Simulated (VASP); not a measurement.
Input of a VASP 6.6.1 run:

File INCAR:

```
SYSTEM = Mg
ALGO     = Fast           ! electronic algorithm
EDIFF    = 1E-6           ! SCF threshold, eV
ENCUT    = 520            ! plane-wave cutoff, eV
GGA      = PS             ! functional
ISIF     = 2              ! what is computed and relaxed
ISMEAR   = 0              ! smearing method
LASPH    = .TRUE.         ! aspherical terms in the spheres
LCHARG   = .FALSE.        ! write CHGCAR
LREAL    = .FALSE.        ! projectors in reciprocal space
LWAVE    = .FALSE.        ! write WAVECAR
NBANDS   = 7              ! bands
NELM     = 60             ! most SCF steps
PREC     = Accurate       ! precision mode
SIGMA    = 0.1            ! smearing width, eV
```

File KPOINTS:

```
k-points
0
G
  16 16 16
  0 0 0
```

POSCAR

```
Mg
1.0
   -1.8367994663      1.8367994663      1.6297608372
    1.8367994663     -1.8367994663      1.6297608372
    1.8367994663      1.8367994663     -1.6297608372
Mg
1
Direct
    0.0000000000      0.0000000000      0.0000000000
```

Potentials or basis: VASP PAW PBE potentials, release 64 (Mg).

Command:

```bash
$ cat potpaw_PBE.64/Mg/POTCAR > POTCAR
$ mpirun -np 1 vasp_std > vasp.out
```

(1) What does it give for the pressure?

(2) What does it give for the band gap on the k mesh?

Results:

(1) 1.0 GPa.

(2) zero (band 1 reaches 5.90 eV, above the bottom of band 2 at 1.37 eV).

Caveat: the cell differs from its parent crystal (strained); the PAW data sets were made with another functional, which shifts forces and pressure a little.
